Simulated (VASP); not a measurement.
# PbF2 (Aea2) in VASP: a series of runs

Runs on PbF2. Level: PBEsol. Tasks: single point.

Everything below comes from runs of VASP 6.6.1. Logs are shortened: lines on timing, memory, paths and dates and some standing lists are left out, and cuts for length are marked.

### Step 1. The cell of the first run

It takes space group Aea2 (No. 41, orthorhombic). The conventional cell has a = 6.024 Å, b = 6.004 Å, c = 6.023 Å, α = 90.00°, β = 90.00°, γ = 90.00°. Pb (site symmetry 2) has 8 F at 2.54 to 2.72 Å within 3.4 Å. F (site symmetry 1) has 4 Pb at 2.54 to 2.72 Å and 6 F at 3.01 to 3.02 Å within 3.4 Å.

### Step 2. Single point, PBEsol

Input file INCAR:

```
SYSTEM = PbF2
ALGO     = Normal         ! electronic algorithm
EDIFF    = 1E-7           ! SCF threshold, eV
ENCUT    = 520            ! plane-wave cutoff, eV
GGA      = PS             ! functional
ISIF     = 2              ! what is computed and relaxed
ISMEAR   = 0              ! smearing method
LASPH    = .TRUE.         ! aspherical terms in the spheres
LCHARG   = .TRUE.         ! write CHGCAR
LELF     = .TRUE.         ! ELF
LREAL    = .FALSE.        ! projectors in reciprocal space
LVHAR    = .TRUE.       
LWAVE    = .FALSE.        ! write WAVECAR
NBANDS   = 37             ! bands
NELECT   = 55.9         
NELM     = 80             ! most SCF steps
PREC     = Accurate       ! precision mode
SIGMA    = 0.05           ! smearing width, eV
```

Input file KPOINTS:

```
k-points
0
G
  4 6 6
  0 0 0
```

Input file POSCAR:

```
PbF2
1.0
    6.0240560000      0.0000000000      0.0000000000
    0.0000000000      3.0020500000      3.0112850000
    0.0000000000     -3.0020500000      3.0112850000
Pb F
2 4
Direct
    0.5000000000      0.9774790000      0.9774790000
    0.0000000000      0.4774790000      0.4774790000
    0.7647730000      0.9736080000      0.4586660000
    0.2352270000      0.4586660000      0.9736080000
    0.7352270000      0.4736080000      0.9586660000
    0.2647730000      0.9586660000      0.4736080000
```

Potentials or basis: VASP PAW PBE potentials, release 64 (Pb_d, F).

Started as:

```
> cat potpaw_PBE.64/Pb_d/POTCAR potpaw_PBE.64/F/POTCAR > POTCAR
> mpirun -np 1 vasp_std > vasp.out
```

OUTCAR:

```text
SYSTEM = PbF2
   EDIFF = 1E-7
   ENCUT = 520
   GGA = PS
   ISIF = 2
   ISMEAR = 0
   LASPH = .TRUE.
   LREAL = .FALSE.
   NELECT = 55.9
   NELM = 80
   PREC = Accurate

 ion  position               nearest neighbor table
   1  0.500  0.977  0.977-   5 2.54   6 2.54   6 2.57   5 2.57   3 2.59   4 2.59   4 2.72   3 2.72

   2  0.000  0.477  0.477-   3 2.54   4 2.54   4 2.57   3 2.57   5 2.59   6 2.59   5 2.72   6 2.72

   3  0.765  0.974  0.459-   2 2.54   2 2.57   1 2.59   1 2.72
   4  0.235  0.459  0.974-   2 2.54   2 2.57   1 2.59   1 2.72
   5  0.735  0.474  0.959-   1 2.54   1 2.57   2 2.59   2 2.72
   6  0.265  0.959  0.474-   1 2.54   1 2.57   2 2.59   2 2.72

  LATTYP: Found a base centered orthorhombic cell.
 ALAT       =     6.0041000000
 B/A-ratio  =     1.0030762312
 C/A-ratio  =     1.0033237288

  Lattice vectors:

 A1 = (   0.0000000000,   3.0020500000,  -3.0112850000)
 A2 = (   0.0000000000,   3.0020500000,   3.0112850000)
 A3 = (   6.0240560000,   0.0000000000,   0.0000000000)

Analysis of symmetry for initial positions (statically):
=====================================================================
 Subroutine PRICEL returns:
 Original cell was already a primitive cell.

 Routine SETGRP: Setting up the symmetry group for a
 base centered orthorhombic supercell.

 Subroutine GETGRP returns: Found  4 space group operations
 (whereof  2 operations were pure point group operations)
 out of a pool of  8 trial point group operations.

The static configuration has the point symmetry C_2 .
 The point group associated with its full space group is C_2v.

Analysis of symmetry for dynamics (positions and initial velocities):
=====================================================================
 Subroutine PRICEL returns:
 Original cell was already a primitive cell.

 Routine SETGRP: Setting up the symmetry group for a
 base centered orthorhombic supercell.

 Subroutine GETGRP returns: Found  4 space group operations
 (whereof  2 operations were pure point group operations)
 out of a pool of  8 trial point group operations.

The dynamic configuration has the point symmetry C_2 .
 The point group associated with its full space group is C_2v.

 Subroutine INISYM returns: Found  4 space group operations
 (whereof  2 operations are pure point group operations),
 and found     1 'primitive' translations

----------------------------------------------------------------------------------------

                                     Primitive cell

  volume of cell :     108.9153

  direct lattice vectors                    reciprocal lattice vectors
     6.024056000  0.000000000  0.000000000     0.166001113  0.000000000  0.000000000
     0.000000000  3.002050000  3.011285000     0.000000000  0.166552856  0.166042072
     0.000000000 -3.002050000  3.011285000     0.000000000 -0.166552856  0.166042072

  length of vectors
     6.024056000  4.252074970  4.252074970     0.166001113  0.235180406  0.235180406

  position of ions in fractional coordinates (direct lattice)
     0.500000000  0.977479000  0.977479000
     0.000000000  0.477479000  0.477479000
     0.764773000  0.973608000  0.458666000
     0.235227000  0.458666000  0.973608000
     0.735227000  0.473608000  0.958666000
     0.264773000  0.958666000  0.473608000

  ion indices of the primitive-cell ions
   primitive index   ion index
                 1           1
                 2           2
                 3           3
                 4           4
                 5           5
                 6           6

----------------------------------------------------------------------------------------

 KPOINTS: k-points

Automatic generation of k-mesh.
 Grid dimensions read from file:
 generate k-points for:    4    6    6

 Generating k-lattice:

  Cartesian coordinates                     Fractional coordinates (reciprocal lattice)
     0.041500278  0.000000000  0.000000000     0.250000000  0.000000000  0.000000000
     0.000000000  0.027758809  0.027673679     0.000000000  0.166666667  0.000000000
     0.000000000 -0.027758809  0.027673679     0.000000000  0.000000000  0.166666667

  Length of vectors
     0.041500278  0.039196734  0.039196734

  Shift w.r.t. Gamma in fractional coordinates (k-lattice)
     0.000000000  0.000000000  0.000000000

 Subroutine IBZKPT returns following result:
 ===========================================

 Found     39 irreducible k-points:

 Following reciprocal coordinates:
            Coordinates               Weight
  0.000000  0.000000  0.000000      1.000000
  0.250000  0.000000  0.000000      2.000000
  0.500000  0.000000  0.000000      1.000000
  0.000000  0.166667  0.000000      4.000000
  0.250000  0.166667  0.000000      8.000000
  0.500000  0.166667  0.000000      4.000000
[... 16 lines left out ...]
  0.250000 -0.333333  0.166667      8.000000
  0.500000 -0.333333  0.166667      4.000000
 [... further k-points ...]
   k-points           NKPTS =     39   k-points in BZ     NKDIM =     39   number of bands    NBANDS=     37
   number of dos      NEDOS =    301   number of ions     NIONS =      6
   total plane-waves  NPLWV =  49152
   dimension x,y,z NGX =    48 NGY =   32 NGZ =   32
   dimension x,y,z NGXF=    96 NGYF=   64 NGZF=   64
   ions per type =               2   4
   NGX,Y,Z   is equivalent  to a cutoff of  13.25, 12.51, 12.51 a.u.
   NGXF,Y,Z  is equivalent  to a cutoff of  26.49, 25.02, 25.02 a.u.
 SYSTEM =  PbF2
   PREC   = accura    normal or accurate (medium, high low for compatibility)
   ISTART =      0    job   : 0-new  1-cont  2-samecut
   ICHARG =      2    charge: 1-file 2-atom 10-const
   ISPIN  =      1    spin polarized calculation?
   LNONCOLLINEAR =      F non collinear calculations
   LSORBIT =      F    spin-orbit coupling
   LASPH  =      T    aspherical Exc in radial PAW
   ENCUT  =  520.0 eV  38.22 Ry    6.18 a.u.  11.20  7.91  7.91*2*pi/ulx,y,z
   NELM   =     80;   NELMIN=  2; NELMDL= -5     # of ELM steps
   EDIFF  = 0.1E-06   stopping-criterion for ELM
   LREAL  =      F    real-space projection
   EDIFFG = 0.1E-05   stopping-criterion for IOM
   NSW    =      0    number of steps for IOM
   IBRION =     -1    ionic relax: 0-MD 1-quasi-New 2-CG
   NFREE  =      0    steps in history (QN), initial steepest desc. (CG)
   ISIF   =      2    stress and relaxation
   ISYM   =      2    0-nonsym 1-usesym 2-fastsym
   POTIM  = 0.5000    time-step for ionic-motion
   TEBEG  =    0.0;   TEEND  =   0.0 temperature during run
   PSTRESS=    0.0 pullay stress
   NELECT =      55.9000    total number of electrons
   NUPDOWN=      -1.0000    fix difference up-down
   EMIN   =  10.00;   EMAX   =-10.00  energy-range for DOS
   EFERMI =   0.00;   METHOD = LEGACY
   ISMEAR =     0;   SIGMA  =   0.05  broadening in eV -4-tet -1-fermi 0-gaus
   EFERMI_NEDOS =   21; number of points for ismear=-14 and -15
   IALGO  =     38    algorithm
   IMIX   =      4    mixing-type and parameters
     AMIX     =   0.40;   BMIX     =  1.00
     AMIX_MAG =   1.60;   BMIX_MAG =  1.00
  volume/ion in A,a.u.               =      18.15       122.50
  Fermi-wavevector in a.u.,A,eV,Ry     =   1.310738  2.476935 23.375268  1.718034
  Thomas-Fermi vector in A             =   2.441248
   LORBIT       =      0    0 simple, 1 ext, 2 COOP (PROOUT), +10 PAW based schemes
   GGA     = PS    functional components
   LHFCALC =     F    Hartree Fock is set to
   AEXX    =    0.0000 exact exchange contribution
   IVDW    =     0    specifies the selected vdW correction
   LEPSILON=     F    determine dielectric tensor
   LRPA    =     F    only Hartree local field effects (RPA)
 non-spin polarized calculation
 Gauss-broadening in eV      SIGMA  =   0.05
  energy-cutoff  :      520.00
  volume of cell :      108.92
 maximum number of plane-waves:      2958
 NGX is ok and might be reduce to    48
   NGX = 23   NGY = 15   NGZ = 15

 number of electron      55.9000004 magnetization

 Free energy of the ion-electron system (eV)
  ---------------------------------------------------
  ext. energy  EPLUGINS =         0.00000000
  ---------------------------------------------------
  free energy    TOTEN  =       -29.90805067 eV

  energy without entropy =      -29.90208685  energy(sigma->0) =      -29.90506876

 E-fermi :   1.2160     XC(G=0):  -9.4091

 val. band max:        1.2040895834   @ k =   0.5000   0.5000   0.5000
 cond. band min:       5.5300847978   @ k =   0.0000   0.0000   0.0000
 fundamental gap:      4.3259952144
 Fermi energy:         1.2159527898

 k-point     1 :       0.0000    0.0000    0.0000
  band No.  band energies     occupation
      1     -19.4751      2.00000
      2     -19.2266      2.00000
      3     -19.1282      2.00000
      4     -18.9240      2.00000
      5     -13.1335      2.00000
      6     -13.1325      2.00000
[... 29 lines left out ...]
     36      11.6296      0.00000
     37      14.9693      0.00000

 k-point     2 :       0.2500    0.0000    0.0000
  band No.  band energies     occupation
      1     -19.4400      2.00000
      2     -19.2638      2.00000
      3     -19.0995      2.00000
      4     -18.9546      2.00000
      5     -13.1256      2.00000
      6     -13.1229      2.00000
[... 29 lines left out ...]
     36      12.6651      0.00000
     37      14.9722      0.00000

 k-point     3 :       0.5000    0.0000    0.0000
  band No.  band energies     occupation
      1     -19.3536      2.00000
      2     -19.3536      2.00000
      3     -19.0284      2.00000
      4     -19.0284      2.00000
      5     -13.1020      2.00000
      6     -13.1020      2.00000
[... 29 lines left out ...]
     36      12.2709      0.00000
     37      16.2768      0.00000
[... 761 lines left out ...]
 k-point    23 :       0.2500   -0.3333    0.1667
  band No.  band energies     occupation
      1     -19.3162      2.00000
      2     -19.1976      2.00000
      3     -19.1644      2.00000
      4     -19.0613      2.00000
      5     -13.1097      2.00000
      6     -13.1059      2.00000
[... 29 lines left out ...]
     36      12.8314      0.00000
     37      15.1303      0.00000

 k-point    24 :       0.5000   -0.3333    0.1667
  band No.  band energies     occupation
      1     -19.2572      2.00000
      2     -19.2565      2.00000
      3     -19.1144      2.00000
      4     -19.1136      2.00000
      5     -13.1106      2.00000
      6     -13.1069      2.00000
[... 29 lines left out ...]
     36      12.9257      0.00000
     37      14.7664      0.00000

 [... further k-points ...]

------------------------ aborting loop because EDIFF is reached ----------------------------------------

  FORCE on cell =-STRESS in cart. coord.  units (eV):
  Direction    XX          YY          ZZ          XY          YZ          ZX
  --------------------------------------------------------------------------------------
  -------------------------------------------------------------------------------------
  Total       -3.8148835     -3.7112476     -3.7576772      0.0000000      0.0000000      0.0000000
  in kB      -56.1181161    -54.5935997    -55.2765937      0.0000000      0.0000000      0.0000000
  external PRESSURE =     -55.3294365 kB  Pullay stress =       0.0000000 kB

 VOLUME and BASIS-vectors are now :
 -----------------------------------------------------------------------------
  energy-cutoff  :      520.00
  volume of cell :      108.92
      direct lattice vectors                 reciprocal lattice vectors
     6.024056000  0.000000000  0.000000000     0.166001113  0.000000000  0.000000000
     0.000000000  3.002050000  3.011285000     0.000000000  0.166552856  0.166042072
     0.000000000 -3.002050000  3.011285000     0.000000000 -0.166552856  0.166042072

 POSITION                                       TOTAL-FORCE (eV/Angst)
 -----------------------------------------------------------------------------------
      3.01203      0.00000      5.88694         0.000000      0.000000     -0.021016
      0.00000      0.00000      2.87565         0.000000      0.000000     -0.021016
      4.60704      1.54588      4.31299        -0.026801     -0.031156      0.010508
      1.41702     -1.54588      4.31299         0.026801      0.031156      0.010508
      4.42905     -1.45617      4.31299         0.026801     -0.031156      0.010508
      1.59501      1.45617      4.31299        -0.026801      0.031156      0.010508
 -----------------------------------------------------------------------------------
    total drift:                                0.000000     -0.000001      0.003281

  FREE ENERGIE OF THE ION-ELECTRON SYSTEM (eV)
  ---------------------------------------------------
  free  energy   TOTEN  =       -29.9080506736 eV

  energy  without entropy=      -29.9020868471  energy(sigma->0) =      -29.90506876
```

Wall time 72 s (1 thread of Intel Xeon Platinum 8488C (Sapphire Rapids), shared host); peak memory 0.27 GiB.

What came out:

| Quantity | Value |
| --- | --- |
| Free energy | -29.9081 eV |
| Largest force | 0.042 eV/Å |

Forces on the atoms (eV/Å):
```
Pb   0.000  0.000 -0.021
Pb   0.000  0.000 -0.021
F   -0.027 -0.031  0.011
F    0.027  0.031  0.011
F    0.027 -0.031  0.011
F   -0.027  0.031  0.011
```

Caveat: the cell carries a net charge on a neutralising background, which shifts energy and pressure; the cell is charged against a uniform background, so pressure and absolute levels hang on convention; the PAW data sets were made with another functional, which shifts forces and pressure a little; spin-orbit coupling is left out, which moves the levels of the heavy elements.

### Step 3. Single point, PBEsol

Input file INCAR:

```
SYSTEM = PbF2
ALGO = Normal ; EDIFF = 1E-7
ENCUT = 520 ; GGA = PS
ISIF = 2 ; ISMEAR = 0
LASPH = .True. ; LCHARG = .False.
LREAL = .False. ; LWAVE = .False.
NBANDS = 37 ; NELECT = 56.1
NELM = 100 ; PREC = Accurate
SIGMA = 0.05
```

Input file KPOINTS:

```
k-points
0
Gamma
  4 6 6
  0 0 0
```

POSCAR is that of step 2.

Potentials or basis: VASP PAW PBE potentials, release 64 (Pb_d, F).

Started as:

```
> cat potpaw_PBE.64/Pb_d/POTCAR potpaw_PBE.64/F/POTCAR > POTCAR
> mpirun -np 1 vasp_std > vasp.out
```

It took 92 s on 1 thread of Intel Xeon Platinum 8488C (Sapphire Rapids), shared host; peak memory 0.27 GiB.

Results (log left out):

| Property | Result |
| --- | --- |
| Free energy | -29.2213 eV |
| Largest force | 0.055 eV/Å |

Forces on the atoms (eV/Å):
```
Pb   0.000  0.000 -0.031
Pb   0.000  0.000 -0.031
F   -0.040 -0.035  0.016
F    0.040  0.035  0.016
F    0.040 -0.035  0.016
F   -0.040  0.035  0.016
```

Levels at points of the mesh, in eV from the Fermi level:
```tsv
k point	band 24	band 25	band 26	band 27	band 28	band 29	band 30	band 31	band 32	band 33
(0.00, 0.00, 0.00)	-6.25	-5.91	-5.88	-5.82	-4.68	-0.23	2.06	2.13	2.13	3.12
(0.50, 0.00, 0.00)	-6.10	-5.98	-5.98	-5.41	-5.41	0.42	0.42	2.68	2.68	2.68
(0.00, 0.50, 0.00)	-6.34	-5.96	-5.96	-4.73	-4.73	0.82	0.82	2.03	2.03	2.90
(0.50, 0.50, 0.00)	-6.43	-6.42	-6.42	-4.54	-4.54	0.38	0.38	2.83	2.83	2.99
(0.00, 0.50, 0.50)	-5.87	-5.87	-5.86	-4.65	-4.63	-0.23	-0.23	3.01	3.10	3.11
(0.50, 0.50, 0.50)	-5.93	-5.82	-5.82	-4.51	-4.51	1.34	1.34	1.35	1.35	2.76
```

Caveat: the cell carries a net charge on a neutralising background, which shifts energy and pressure; the cell is charged against a uniform background, so pressure and absolute levels hang on convention; the PAW data sets were made with another functional, which shifts forces and pressure a little; spin-orbit coupling is left out, which moves the levels of the heavy elements.
